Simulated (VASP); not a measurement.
# Ir in VASP: a series of runs

The runs below take Ir through single point, with PBEsol.

All numbers are computed with VASP 6.6.1; they aren't measurements. Logs are shortened: lines on timing, memory, paths and dates and some standing lists are left out, and cuts for length are marked.

**1. The cell of the first run**

The structure is tetragonal, space group I4/mmm (No. 139). Conventional cell: a = 2.762 Å, b = 2.762 Å, c = 3.784 Å, α = 90.00°, β = 90.00°, γ = 90.00°. Ir (site symmetry 4/mmm) has 12 Ir at 2.72 to 2.76 Å within 3.6 Å.

**2. Single point, PBEsol (biaxial strain in the a-b plane: +2.0 %)**

INCAR

```
PREC     = Accurate       # precision mode
ENCUT    = 520            # plane-wave cutoff, eV
EDIFF    = 1E-7           # SCF threshold, eV
ISMEAR   = 0              # smearing method
SIGMA    = 0.1            # smearing width, eV
LREAL    = F              # projectors in reciprocal space
LASPH    = T              # aspherical terms in the spheres
NELM     = 100            # most SCF steps
ALGO     = Fast           # electronic algorithm
ISIF     = 2              # what is computed and relaxed
LWAVE    = F              # write WAVECAR
LCHARG   = T              # write CHGCAR
GGA      = PS             # functional
LELF     = T              # ELF
LVHAR    = T            
NBANDS   = 16             # bands
```

KPOINTS

```
Automatic mesh
0
Gamma
  20 20 14
```

POSCAR

```
Ir
1.0
    1.9533727870      1.9533727870      0.0000000000
   -1.9533727870      1.9533727870      0.0000000000
    0.0000000000      0.0000000000      3.7841810070
Ir
2
Direct
    0.0000000000      0.0000000000      0.0000000000
    0.5000000000      0.5000000000      0.5000000000
```

Potentials or basis: VASP PAW PBE potentials, release 64 (Ir).

The run is started by

```bash
$ cat potpaw_PBE.64/Ir/POTCAR > POTCAR
$ mpirun -np 1 vasp_std > vasp.out
```

OUTCAR:

```text
PREC = Accurate
   ENCUT = 520
   EDIFF = 1E-7
   ISMEAR = 0
   LREAL = F
   LASPH = T
   NELM = 100
   ISIF = 2
   GGA = PS

 ion  position               nearest neighbor table
   1  0.000  0.000  0.000-   2 2.72   2 2.72   2 2.72   2 2.72   2 2.72   2 2.72   2 2.72   2 2.72

   2  0.500  0.500  0.500-   1 2.72   1 2.72   1 2.72   1 2.72   1 2.72   1 2.72   1 2.72   1 2.72

  LATTYP: Found a simple tetragonal cell.
 ALAT       =     2.7624862877
 C/A-ratio  =     1.3698460781

  Lattice vectors:

 A1 = (   1.9533727870,   1.9533727870,   0.0000000000)
 A2 = (  -1.9533727870,   1.9533727870,   0.0000000000)
 A3 = (   0.0000000000,   0.0000000000,   3.7841810070)

Analysis of symmetry for initial positions (statically):
=====================================================================
 Subroutine PRICEL returns following result:

  LATTYP: Found a body centered tetragonal cell.
 ALAT       =     2.7624862877
 C/A-ratio  =     1.3698460781

  Lattice vectors:

 A1 = (   0.0000000000,  -1.9533727870,  -1.8920905035)
 A2 = (   0.0000000000,   1.9533727870,  -1.8920905035)
 A3 = (   1.9533727870,   0.0000000000,   1.8920905035)

   2 primitive cells build up your supercell.

 Routine SETGRP: Setting up the symmetry group for a
 simple tetragonal supercell.

 Subroutine GETGRP returns: Found 16 space group operations
 (whereof 16 operations were pure point group operations)
 out of a pool of 16 trial point group operations.

The static configuration has the point symmetry D_4h.

Analysis of symmetry for dynamics (positions and initial velocities):
=====================================================================
 Subroutine PRICEL returns following result:

  LATTYP: Found a body centered tetragonal cell.
 ALAT       =     2.7624862877
 C/A-ratio  =     1.3698460781

  Lattice vectors:

 A1 = (   0.0000000000,  -1.9533727870,  -1.8920905035)
 A2 = (   0.0000000000,   1.9533727870,  -1.8920905035)
 A3 = (   1.9533727870,   0.0000000000,   1.8920905035)

   2 primitive cells build up your supercell.

 Routine SETGRP: Setting up the symmetry group for a
 simple tetragonal supercell.

 Subroutine GETGRP returns: Found 16 space group operations
 (whereof 16 operations were pure point group operations)
[... 95 lines left out ...]
   LNONCOLLINEAR =      F non collinear calculations
   LSORBIT =      F    spin-orbit coupling
   LASPH  =      T    aspherical Exc in radial PAW
   ENCUT  =  520.0 eV  38.22 Ry    6.18 a.u.   5.14  5.14  7.04*2*pi/ulx,y,z
   NELM   =    100;   NELMIN=  2; NELMDL= -5     # of ELM steps
   EDIFF  = 0.1E-06   stopping-criterion for ELM
   LREAL  =      F    real-space projection
   EDIFFG = 0.1E-05   stopping-criterion for IOM
   NSW    =      0    number of steps for IOM
   IBRION =     -1    ionic relax: 0-MD 1-quasi-New 2-CG
   NFREE  =      0    steps in history (QN), initial steepest desc. (CG)
   ISIF   =      2    stress and relaxation
   ISYM   =      2    0-nonsym 1-usesym 2-fastsym
   POTIM  = 0.5000    time-step for ionic-motion
   TEBEG  =    0.0;   TEEND  =   0.0 temperature during run
   PSTRESS=    0.0 pullay stress
   NELECT =      18.0000    total number of electrons
   NUPDOWN=      -1.0000    fix difference up-down
   EMIN   =  10.00;   EMAX   =-10.00  energy-range for DOS
   EFERMI =   0.00;   METHOD = LEGACY
   ISMEAR =     0;   SIGMA  =   0.10  broadening in eV -4-tet -1-fermi 0-gaus
   EFERMI_NEDOS =   21; number of points for ismear=-14 and -15
   IALGO  =     68    algorithm
   IMIX   =      4    mixing-type and parameters
     AMIX     =   0.40;   BMIX     =  1.00
     AMIX_MAG =   1.60;   BMIX_MAG =  1.00
  volume/ion in A,a.u.               =      14.44        97.44
  Fermi-wavevector in a.u.,A,eV,Ry     =   1.398433  2.642655 26.607749  1.955614
  Thomas-Fermi vector in A             =   2.521591
   LORBIT       =      0    0 simple, 1 ext, 2 COOP (PROOUT), +10 PAW based schemes
   GGA     = PS    functional components
   LHFCALC =     F    Hartree Fock is set to
   AEXX    =    0.0000 exact exchange contribution
   IVDW    =     0    specifies the selected vdW correction
   LEPSILON=     F    determine dielectric tensor
   LRPA    =     F    only Hartree local field effects (RPA)
 non-spin polarized calculation
 RMM-DIIS sequential band-by-band and
 Gauss-broadening in eV      SIGMA  =   0.10
  energy-cutoff  :      520.00
  volume of cell :       28.88
 maximum number of plane-waves:       794
 NGX is ok and might be reduce to    24

 number of electron      18.0000001 magnetization

 Free energy of the ion-electron system (eV)
  ---------------------------------------------------
  ext. energy  EPLUGINS =         0.00000000
  ---------------------------------------------------
  free energy    TOTEN  =       -19.60315735 eV

  energy without entropy =      -19.59397893  energy(sigma->0) =      -19.59856814

 E-fermi :   9.8730     XC(G=0): -13.9818

 val. band max:        9.8712295094   @ k =   0.3500   0.1500   0.4286
 cond. band min:       9.8733142968   @ k =   0.5000   0.3000   0.0000
 fundamental gap:      0.0020847874
 Fermi energy:         9.8730271532

 k-point     1 :       0.0000    0.0000    0.0000
  band No.  band energies     occupation
      1      -1.0760      2.00000
      2       2.2175      2.00000
      3       2.7242      2.00000
      4       5.9852      2.00000
      5       5.9852      2.00000
      6       6.3814      2.00000
[... 433 lines left out ...]
      3       3.6981      2.00000
      4       5.1855      2.00000
      5       6.7524      2.00000
      6       6.9467      2.00000
[... 8 lines left out ...]
     15      23.3094      0.00000
     16      26.4787      0.00000

 [... further k-points ...]

------------------------ aborting loop because EDIFF is reached ----------------------------------------

  FORCE on cell =-STRESS in cart. coord.  units (eV):
  Direction    XX          YY          ZZ          XY          YZ          ZX
  --------------------------------------------------------------------------------------
  -------------------------------------------------------------------------------------
  Total       -2.2866433     -2.2866433     -0.2305460      0.0000000     -0.0000000      0.0000000
  in kB     -126.8635466   -126.8635466    -12.7907504      0.0000000     -0.0000000      0.0000000
  external PRESSURE =     -88.8392812 kB  Pullay stress =       0.0000000 kB

 VOLUME and BASIS-vectors are now :
 -----------------------------------------------------------------------------
  energy-cutoff  :      520.00
  volume of cell :       28.88
      direct lattice vectors                 reciprocal lattice vectors
     1.953372787  1.953372787  0.000000000     0.255967526  0.255967526  0.000000000
    -1.953372787  1.953372787  0.000000000    -0.255967526  0.255967526  0.000000000
     0.000000000  0.000000000  3.784181007     0.000000000  0.000000000  0.264257972

 POSITION                                       TOTAL-FORCE (eV/Angst)
 -----------------------------------------------------------------------------------
      0.00000      0.00000      0.00000        -0.000000      0.000000     -0.000000
      0.00000      1.95337      1.89209         0.000000     -0.000000      0.000000
 -----------------------------------------------------------------------------------
    total drift:                               -0.000000      0.000000     -0.000000

  FREE ENERGIE OF THE ION-ELECTRON SYSTEM (eV)
  ---------------------------------------------------
  free  energy   TOTEN  =       -19.6031573532 eV

  energy  without entropy=      -19.5939789283  energy(sigma->0) =      -19.59856814
```

Wall time 93 s (1 thread of Intel Xeon 6975P-C (Granite Rapids), shared host); peak memory 0.31 GiB.

Results:

```
Free energy            : -19.6032 eV
Pressure               : -8.9 GPa
Band gap on the k mesh : zero (bands 9 and 10 overlap by 3.48 eV)
```

Levels at points of the mesh, in eV from the Fermi level:
| k point | band 5 | band 6 | band 7 | band 8 | band 9 | band 10 | band 11 | band 12 | band 13 | band 14 |
| --- | --- | --- | --- | --- | --- | --- | --- | --- | --- | --- |
| (0.00, 0.00, 0.00) | -3.89 | -3.49 | -1.41 | -0.88 | 0.84 | 1.46 | 1.46 | 2.12 | 10.78 | 11.20 |
| (0.50, 0.00, 0.00) | -4.43 | -4.43 | -2.41 | -2.41 | -1.41 | -1.41 | 2.55 | 2.55 | 11.90 | 11.90 |
| (0.50, 0.50, 0.00) | 0.86 | 0.86 | 1.23 | 1.23 | 1.45 | 1.45 | 1.62 | 1.62 | 9.93 | 9.93 |
| (0.00, 0.00, 0.50) | -2.70 | -2.70 | -1.93 | -1.93 | -1.93 | -1.93 | -0.37 | -0.37 | 17.70 | 17.71 |
| (0.50, 0.00, 0.50) | -3.63 | -3.63 | -0.74 | -0.74 | 0.77 | 0.77 | 1.00 | 1.00 | 7.05 | 7.05 |
| (0.50, 0.50, 0.50) | -4.75 | -4.75 | -1.62 | -1.62 | 1.24 | 1.24 | 7.61 | 7.61 | 9.00 | 9.00 |

Caveat: the cell differs from its parent crystal (biaxial strain in the a-b plane: +2.0 %); the cell stands under tension; the PAW data sets were made with another functional, which shifts forces and pressure a little; spin-orbit coupling is left out, which moves the levels of the heavy elements.

**3. Single point, PBEsol**

This run uses another cell than the first one: it holds 1 atom, not 2.

INCAR

```
SYSTEM = Ir
PREC     = Accurate       ! precision mode
ENCUT    = 520            ! plane-wave cutoff, eV
EDIFF    = 1E-7           ! SCF threshold, eV
ISMEAR   = 0              ! smearing method
SIGMA    = 0.1            ! smearing width, eV
LREAL    = .False.        ! projectors in reciprocal space
LASPH    = .True.         ! aspherical terms in the spheres
NELM     = 100            ! most SCF steps
ALGO     = Fast           ! electronic algorithm
ISIF     = 2              ! what is computed and relaxed
LWAVE    = .False.        ! write WAVECAR
LCHARG   = .False.        ! write CHGCAR
GGA      = PS             ! functional
NBANDS   = 10             ! bands
```

KPOINTS

```
regular mesh
0
Gamma
  18 18 18
  0 0 0
```

POSCAR

```
Ir
1.0
    0.0000000000      1.9150713598      1.9150713598
    1.9150713598      0.0000000000      1.9150713598
    1.9150713598      1.9150713598      0.0000000000
Ir
1
Direct
    0.0000000000      0.0000000000      0.0000000000
```

Potentials or basis: VASP PAW PBE potentials, release 64 (Ir).

The run is started by

```bash
$ cat potpaw_PBE.64/Ir/POTCAR > POTCAR
$ mpirun -np 1 vasp_std > vasp.out
```

Run time: 36 s. Hardware: 1 thread of Intel Xeon 8259CL, shared host; peak memory 0.15 GiB.

The run converged. Its results:

| Property | Result |
| --- | --- |
| Free energy | -9.8233 eV |
| Pressure | 1.0 GPa |
| Band gap on the k mesh | zero (an odd number of electrons rules out a gap without spin polarisation) |

Levels at points of the mesh, in eV from the Fermi level:
```
           k point  band 2  band 3  band 4  band 5  band 6  band 7
(0.00, 0.00, 0.00)   -3.98   -3.98   -3.98   -1.24   -1.24   14.27
(0.50, 0.00, 0.00)   -4.08   -4.08   -0.88    0.88    0.88    7.26
(0.50, 0.50, 0.00)   -7.48    0.86    1.46    1.46    1.61   10.52
```

Caveat: the PAW data sets were made with another functional, which shifts forces and pressure a little; spin-orbit coupling is left out, which moves the levels of the heavy elements.
